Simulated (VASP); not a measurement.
# BiICl2 (Cmcm) in VASP: single point with r2SCAN

Aim: the single point of BiICl2 with r2SCAN.

Program: VASP 6.6.1. These are calculated values, not measurements. Logs are shortened: lines on timing, memory, paths and dates and some standing lists are left out, and cuts for length are marked.

## Step 1: The cell of the first run

The structure is orthorhombic, space group Cmcm (No. 63). Conventional cell: a = 4.627 Å, b = 23.625 Å, c = 4.642 Å, α = 90.00°, β = 90.00°, γ = 90.00°. I (site symmetry m2m) has 4 Bi at 3.41 Å and 8 Cl at 3.63 to 3.73 Å and 4 I at 4.63 to 4.64 Å within 4.7 Å. Cl (site symmetry m2m) has 4 Bi at 3.05 to 3.06 Å and 4 Cl at 3.28 Å and 4 I at 3.73 Å within 4.0 Å. Cl (site symmetry m2m) has 1 Bi at 2.50 Å within 3.3 Å. Within 3.5 Å of Bi (site symmetry m2m) lie 5 Cl at 2.50 to 3.06 Å and 4 I at 3.41 Å.

## Step 2: Single point, r2SCAN

File POSCAR:

```
BiICl2
1.0
    4.6269311533      0.0000000000      0.0000000000
    2.3134655767    -11.8127077540      0.0000000000
    0.0000000000      0.0000000000     -4.6423316244
I Cl Bi
2 4 2
Direct
    0.6264888061      0.7470223878      0.7500000000
    0.3735111939      0.2529776122      0.2500000000
    0.2500887511      0.4998224978      0.7500000000
    0.7499112489      0.5001775022      0.2500000000
    0.9398600633      0.1202798733      0.7500000000
    0.0601399367      0.8797201267      0.2500000000
    0.8341079805      0.3317840389      0.7500000000
    0.1658920195      0.6682159611      0.2500000000
```

File INCAR.step1:

```
SYSTEM = BiICl2
PREC     = Accurate       ! precision mode
ENCUT    = 520            ! plane-wave cutoff, eV
ISMEAR   = -1             ! smearing method
SIGMA    = 0.1            ! smearing width, eV
LREAL    = .False.        ! projectors in reciprocal space
LASPH    = .True.         ! aspherical terms in the spheres
NELM     = 80             ! most SCF steps
NBANDS   = 46             ! bands
GGA      = PE             ! functional
ALGO     = Normal         ! electronic algorithm
EDIFF    = 1E-4           ! SCF threshold, eV
LWAVE    = .True.         ! write WAVECAR
LCHARG   = .False.        ! write CHGCAR
```

File INCAR.step2:

```
SYSTEM = BiICl2
PREC     = Accurate       ! precision mode
ENCUT    = 520            ! plane-wave cutoff, eV
EDIFF    = 1E-7           ! SCF threshold, eV
ISMEAR   = -1             ! smearing method
SIGMA    = 0.1            ! smearing width, eV
LREAL    = .False.        ! projectors in reciprocal space
LASPH    = .True.         ! aspherical terms in the spheres
NELM     = 80             ! most SCF steps
ALGO     = Normal         ! electronic algorithm
ISIF     = 2              ! what is computed and relaxed
LWAVE    = .False.        ! write WAVECAR
LCHARG   = .False.        ! write CHGCAR
METAGGA  = R2SCAN         ! meta-GGA
LMIXTAU  = .True.       
NBANDS   = 46             ! bands
ISTART   = 1
```

File KPOINTS:

```
regular mesh
0
Gamma
  5 5 4
  0 0 0
```

Potentials or basis: VASP PAW PBE potentials, release 64 (I, Cl, Bi_d).

The run is started by

```console
$ cat potpaw_PBE.64/I/POTCAR potpaw_PBE.64/Cl/POTCAR potpaw_PBE.64/Bi_d/POTCAR > POTCAR
$ cp INCAR.step1 INCAR
$ mpirun -np 1 vasp_std > vasp.out
$ cp INCAR.step2 INCAR
$ mpirun -np 1 vasp_std > vasp.out
```

OUTCAR:

```text
SYSTEM = BiICl2
   PREC = Accurate
   ENCUT = 520
   EDIFF = 1E-7
   ISMEAR = -1
   LREAL = .False.
   LASPH = .True.
   NELM = 80
   ISIF = 2
   METAGGA = R2SCAN
   ISTART = 1

 ion  position               nearest neighbor table
   1  0.626  0.747  0.750-   8 3.41   8 3.41   8 3.41   8 3.41
   2  0.374  0.253  0.250-   7 3.41   7 3.41   7 3.41   7 3.41
   3  0.250  0.500  0.750-   7 3.05   7 3.05   8 3.06   8 3.06
   4  0.750  0.500  0.250-   8 3.05   8 3.05   7 3.06   7 3.06
   5  0.940  0.120  0.750-   7 2.50
   6  0.060  0.880  0.250-   8 2.50
   7  0.834  0.332  0.750-   5 2.50   3 3.05   3 3.05   4 3.06   4 3.06   2 3.41   2 3.41   2 3.41
                             2 3.41
   8  0.166  0.668  0.250-   6 2.50   4 3.05   4 3.05   3 3.06   3 3.06   1 3.41   1 3.41   1 3.41
                             1 3.41

  LATTYP: Found a base centered orthorhombic cell.
 ALAT       =     4.6269311533
 B/A-ratio  =     5.1060659269
 C/A-ratio  =     1.0033284418

  Lattice vectors:

 A1 = (   2.3134655766,  11.8127077540,   0.0000000000)
 A2 = (   2.3134655767, -11.8127077540,   0.0000000000)
 A3 = (   0.0000000000,   0.0000000000,  -4.6423316244)

Analysis of symmetry for initial positions (statically):
=====================================================================
 Subroutine PRICEL returns:
 Original cell was already a primitive cell.

 Routine SETGRP: Setting up the symmetry group for a
 base centered orthorhombic supercell.

 Subroutine GETGRP returns: Found  8 space group operations
 (whereof  4 operations were pure point group operations)
 out of a pool of  8 trial point group operations.

The static configuration has the point symmetry C_2h.
 The point group associated with its full space group is D_2h.

Analysis of symmetry for dynamics (positions and initial velocities):
=====================================================================
 Subroutine PRICEL returns:
 Original cell was already a primitive cell.

 Routine SETGRP: Setting up the symmetry group for a
 base centered orthorhombic supercell.

 Subroutine GETGRP returns: Found  8 space group operations
 (whereof  4 operations were pure point group operations)
 out of a pool of  8 trial point group operations.

The dynamic configuration has the point symmetry C_2h.
 The point group associated with its full space group is D_2h.

 Subroutine INISYM returns: Found  8 space group operations
[... 111 lines left out ...]
   EDIFFG = 0.1E-05   stopping-criterion for IOM
   NSW    =      0    number of steps for IOM
   IBRION =     -1    ionic relax: 0-MD 1-quasi-New 2-CG
   NFREE  =      0    steps in history (QN), initial steepest desc. (CG)
   ISIF   =      2    stress and relaxation
   ISYM   =      2    0-nonsym 1-usesym 2-fastsym
   POTIM  = 0.5000    time-step for ionic-motion
   TEBEG  =    0.0;   TEEND  =   0.0 temperature during run
   PSTRESS=    0.0 pullay stress
   NELECT =      72.0000    total number of electrons
   NUPDOWN=      -1.0000    fix difference up-down
   EMIN   =  10.00;   EMAX   =-10.00  energy-range for DOS
   EFERMI =   0.00;   METHOD = LEGACY
   ISMEAR =    -1;   SIGMA  =   0.10  broadening in eV -4-tet -1-fermi 0-gaus
   EFERMI_NEDOS =   21; number of points for ismear=-14 and -15
   IALGO  =     38    algorithm
   IMIX   =      4    mixing-type and parameters
     AMIX     =   0.40;   BMIX     =  1.00
     AMIX_MAG =   1.60;   BMIX_MAG =  1.00
  volume/ion in A,a.u.               =      31.72       214.04
  Fermi-wavevector in a.u.,A,eV,Ry     =   1.075787  2.032942 15.746250  1.157317
  Thomas-Fermi vector in A             =   2.211653
   LORBIT       =      0    0 simple, 1 ext, 2 COOP (PROOUT), +10 PAW based schemes
   METAGGA = R2SCAN    functional components
   LHFCALC =     F    Hartree Fock is set to
   AEXX    =    0.0000 exact exchange contribution
   IVDW    =     0    specifies the selected vdW correction
   LEPSILON=     F    determine dielectric tensor
   LRPA    =     F    only Hartree local field effects (RPA)
 non-spin polarized calculation
  energy-cutoff  :      520.00
  volume of cell :      253.73
 maximum number of plane-waves:      6870
   NGX = 17   NGY = 45   NGZ = 17

 number of electron      72.0000004 magnetization

 Free energy of the ion-electron system (eV)
  ---------------------------------------------------
  ext. energy  EPLUGINS =         0.00000000
  ---------------------------------------------------
  free energy    TOTEN  =      -195.92636622 eV

  energy without entropy =     -195.92622933  energy(sigma->0) =     -195.92629777

 E-fermi :   3.0181     XC(G=0):  -8.9646

 val. band max:        2.0311447971   @ k =   0.0000   0.4000   0.2500
 cond. band min:       3.9325164884   @ k =   0.0000   0.0000   0.5000
 fundamental gap:      1.9013716913
 Fermi energy:         3.0181388700

 k-point     1 :       0.0000    0.0000    0.0000
  band No.  band energies     occupation
      1     -21.6124      2.00000
      2     -21.6099      2.00000
      3     -21.6005      2.00000
      4     -21.6001      2.00000
      5     -21.5042      2.00000
      6     -21.5039      2.00000
[... 1165 lines left out ...]
     45      11.6767      0.00000
     46      11.6767      0.00000

 [... further k-points ...]

------------------------ aborting loop because EDIFF is reached ----------------------------------------

  FORCE on cell =-STRESS in cart. coord.  units (eV):
  Direction    XX          YY          ZZ          XY          YZ          ZX
  --------------------------------------------------------------------------------------
  -------------------------------------------------------------------------------------
  Total       -0.0911691      0.0260759     -0.0843130     -0.0000000      0.0000000      0.0000000
  in kB       -0.5756780      0.1646538     -0.5323856     -0.0000000      0.0000000      0.0000000
  external PRESSURE =      -0.3144699 kB  Pullay stress =       0.0000000 kB

 VOLUME and BASIS-vectors are now :
 -----------------------------------------------------------------------------
  energy-cutoff  :      520.00
  volume of cell :      253.73
      direct lattice vectors                 reciprocal lattice vectors
     4.626931153  0.000000000  0.000000000     0.216125974  0.042327298  0.000000000
     2.313465577-11.812707754  0.000000000     0.000000000 -0.084654596  0.000000000
     0.000000000  0.000000000 -4.642331624     0.000000000  0.000000000 -0.215408997

 POSITION                                       TOTAL-FORCE (eV/Angst)
 -----------------------------------------------------------------------------------
      4.62693     -8.82436     -3.48175         0.000000     -0.001857      0.000000
      2.31347     -2.98835     -1.16058        -0.000000      0.001857     -0.000000
      2.31347     -5.90426     -3.48175         0.000000     -0.002385     -0.000000
      4.62693     -5.90845     -1.16058        -0.000000      0.002385      0.000000
      4.62693     -1.42083     -3.48175        -0.000000      0.003866      0.000000
      2.31347    -10.39188     -1.16058         0.000000     -0.003866     -0.000000
      4.62693     -3.91927     -3.48175         0.000000     -0.004556      0.000000
      2.31347     -7.89344     -1.16058        -0.000000      0.004556     -0.000000
 -----------------------------------------------------------------------------------
    total drift:                                0.000000      0.000000      0.000000

  FREE ENERGIE OF THE ION-ELECTRON SYSTEM (eV)
  ---------------------------------------------------
  free  energy   TOTEN  =      -195.9263662160 eV

  energy  without entropy=     -195.9262293283  energy(sigma->0) =     -195.92629777
```

OUTCAR.step1:

```text
SYSTEM = BiICl2
   PREC = Accurate
   ENCUT = 520
   ISMEAR = -1
   LREAL = .False.
   LASPH = .True.
[... 1425 lines left out ...]
      2.31347    -10.39188     -1.16058         0.000000     -0.184597     -0.000000
      4.62693     -3.91927     -3.48175         0.000000     -0.169703      0.000000
      2.31347     -7.89344     -1.16058        -0.000000      0.169703     -0.000000
 -----------------------------------------------------------------------------------
    total drift:                                0.000000     -0.000000      0.000000

  FREE ENERGIE OF THE ION-ELECTRON SYSTEM (eV)
  ---------------------------------------------------
  free  energy   TOTEN  =       -22.8360279790 eV

  energy  without entropy=      -22.8356447023  energy(sigma->0) =      -22.83583634
```

OSZICAR.step1:

```text
N       E                     dE             d eps       ncg     rms          rms(c)
DAV:   1     0.714465945564E+03    0.71447E+03   -0.32991E+04  2500   0.150E+03
DAV:   2     0.695800062592E+02   -0.64489E+03   -0.62255E+03  2838   0.363E+02
DAV:   3    -0.211207781014E+02   -0.90701E+02   -0.88659E+02  3016   0.154E+02
DAV:   4    -0.253724137621E+02   -0.42516E+01   -0.42250E+01  2812   0.382E+01
DAV:   5    -0.255649358158E+02   -0.19252E+00   -0.19248E+00  3658   0.795E+00    0.911E+00
DAV:   6    -0.229619272537E+02    0.26030E+01   -0.33889E+00  3428   0.117E+01    0.642E+00
DAV:   7    -0.228635784749E+02    0.98349E-01   -0.16462E+00  3248   0.491E+00    0.337E+00
DAV:   8    -0.228572381341E+02    0.63403E-02   -0.31841E-01  2878   0.328E+00    0.911E-01
DAV:   9    -0.228352136693E+02    0.22024E-01   -0.72153E-02  2866   0.176E+00    0.353E-01
DAV:  10    -0.228359520214E+02   -0.73835E-03   -0.12726E-02  2830   0.469E-01    0.238E-01
DAV:  11    -0.228359826810E+02   -0.30660E-04   -0.16255E-03  3432   0.223E-01    0.591E-02
DAV:  12    -0.228360279790E+02   -0.45298E-04   -0.16447E-04  1936   0.612E-02
   1 F= -.22836028E+02 E0= -.22835836E+02  d E =-.383277E-03
```

It took 13 min on 1 thread of Intel Xeon Platinum 8488C (Sapphire Rapids), shared host; peak memory 0.54 GiB.

Results:

* Free energy: -195.9264 eV
* Pressure: 0.0 GPa
* Largest force: 0.005 eV/Å
* Band gap on the k mesh: 1.90 eV (least direct gap 1.95 eV)

Forces in eV/Å, atoms in the order of the input:
```
I    0.000 -0.002  0.000
I    0.000  0.002  0.000
Cl   0.000 -0.002  0.000
Cl   0.000  0.002  0.000
Cl   0.000  0.004  0.000
Cl   0.000 -0.004  0.000
Bi   0.000 -0.005  0.000
Bi   0.000  0.005  0.000
```

Levels at points of the mesh, in eV from the valence-band top:
```tsv
k point	band 33	band 34	band 35	band 36	band 37	band 38	band 39	band 40
(0.00, 0.00, 0.00)	-0.47	-0.38	-0.35	-0.31	3.07	3.07	3.52	3.54
(0.00, 0.00, 0.50)	-0.96	-0.96	-0.20	-0.20	1.90	1.90	2.30	2.30
```

Caveat: the PAW data sets were made with another functional, which shifts forces and pressure a little; spin-orbit coupling is left out, which moves the levels of the heavy elements.
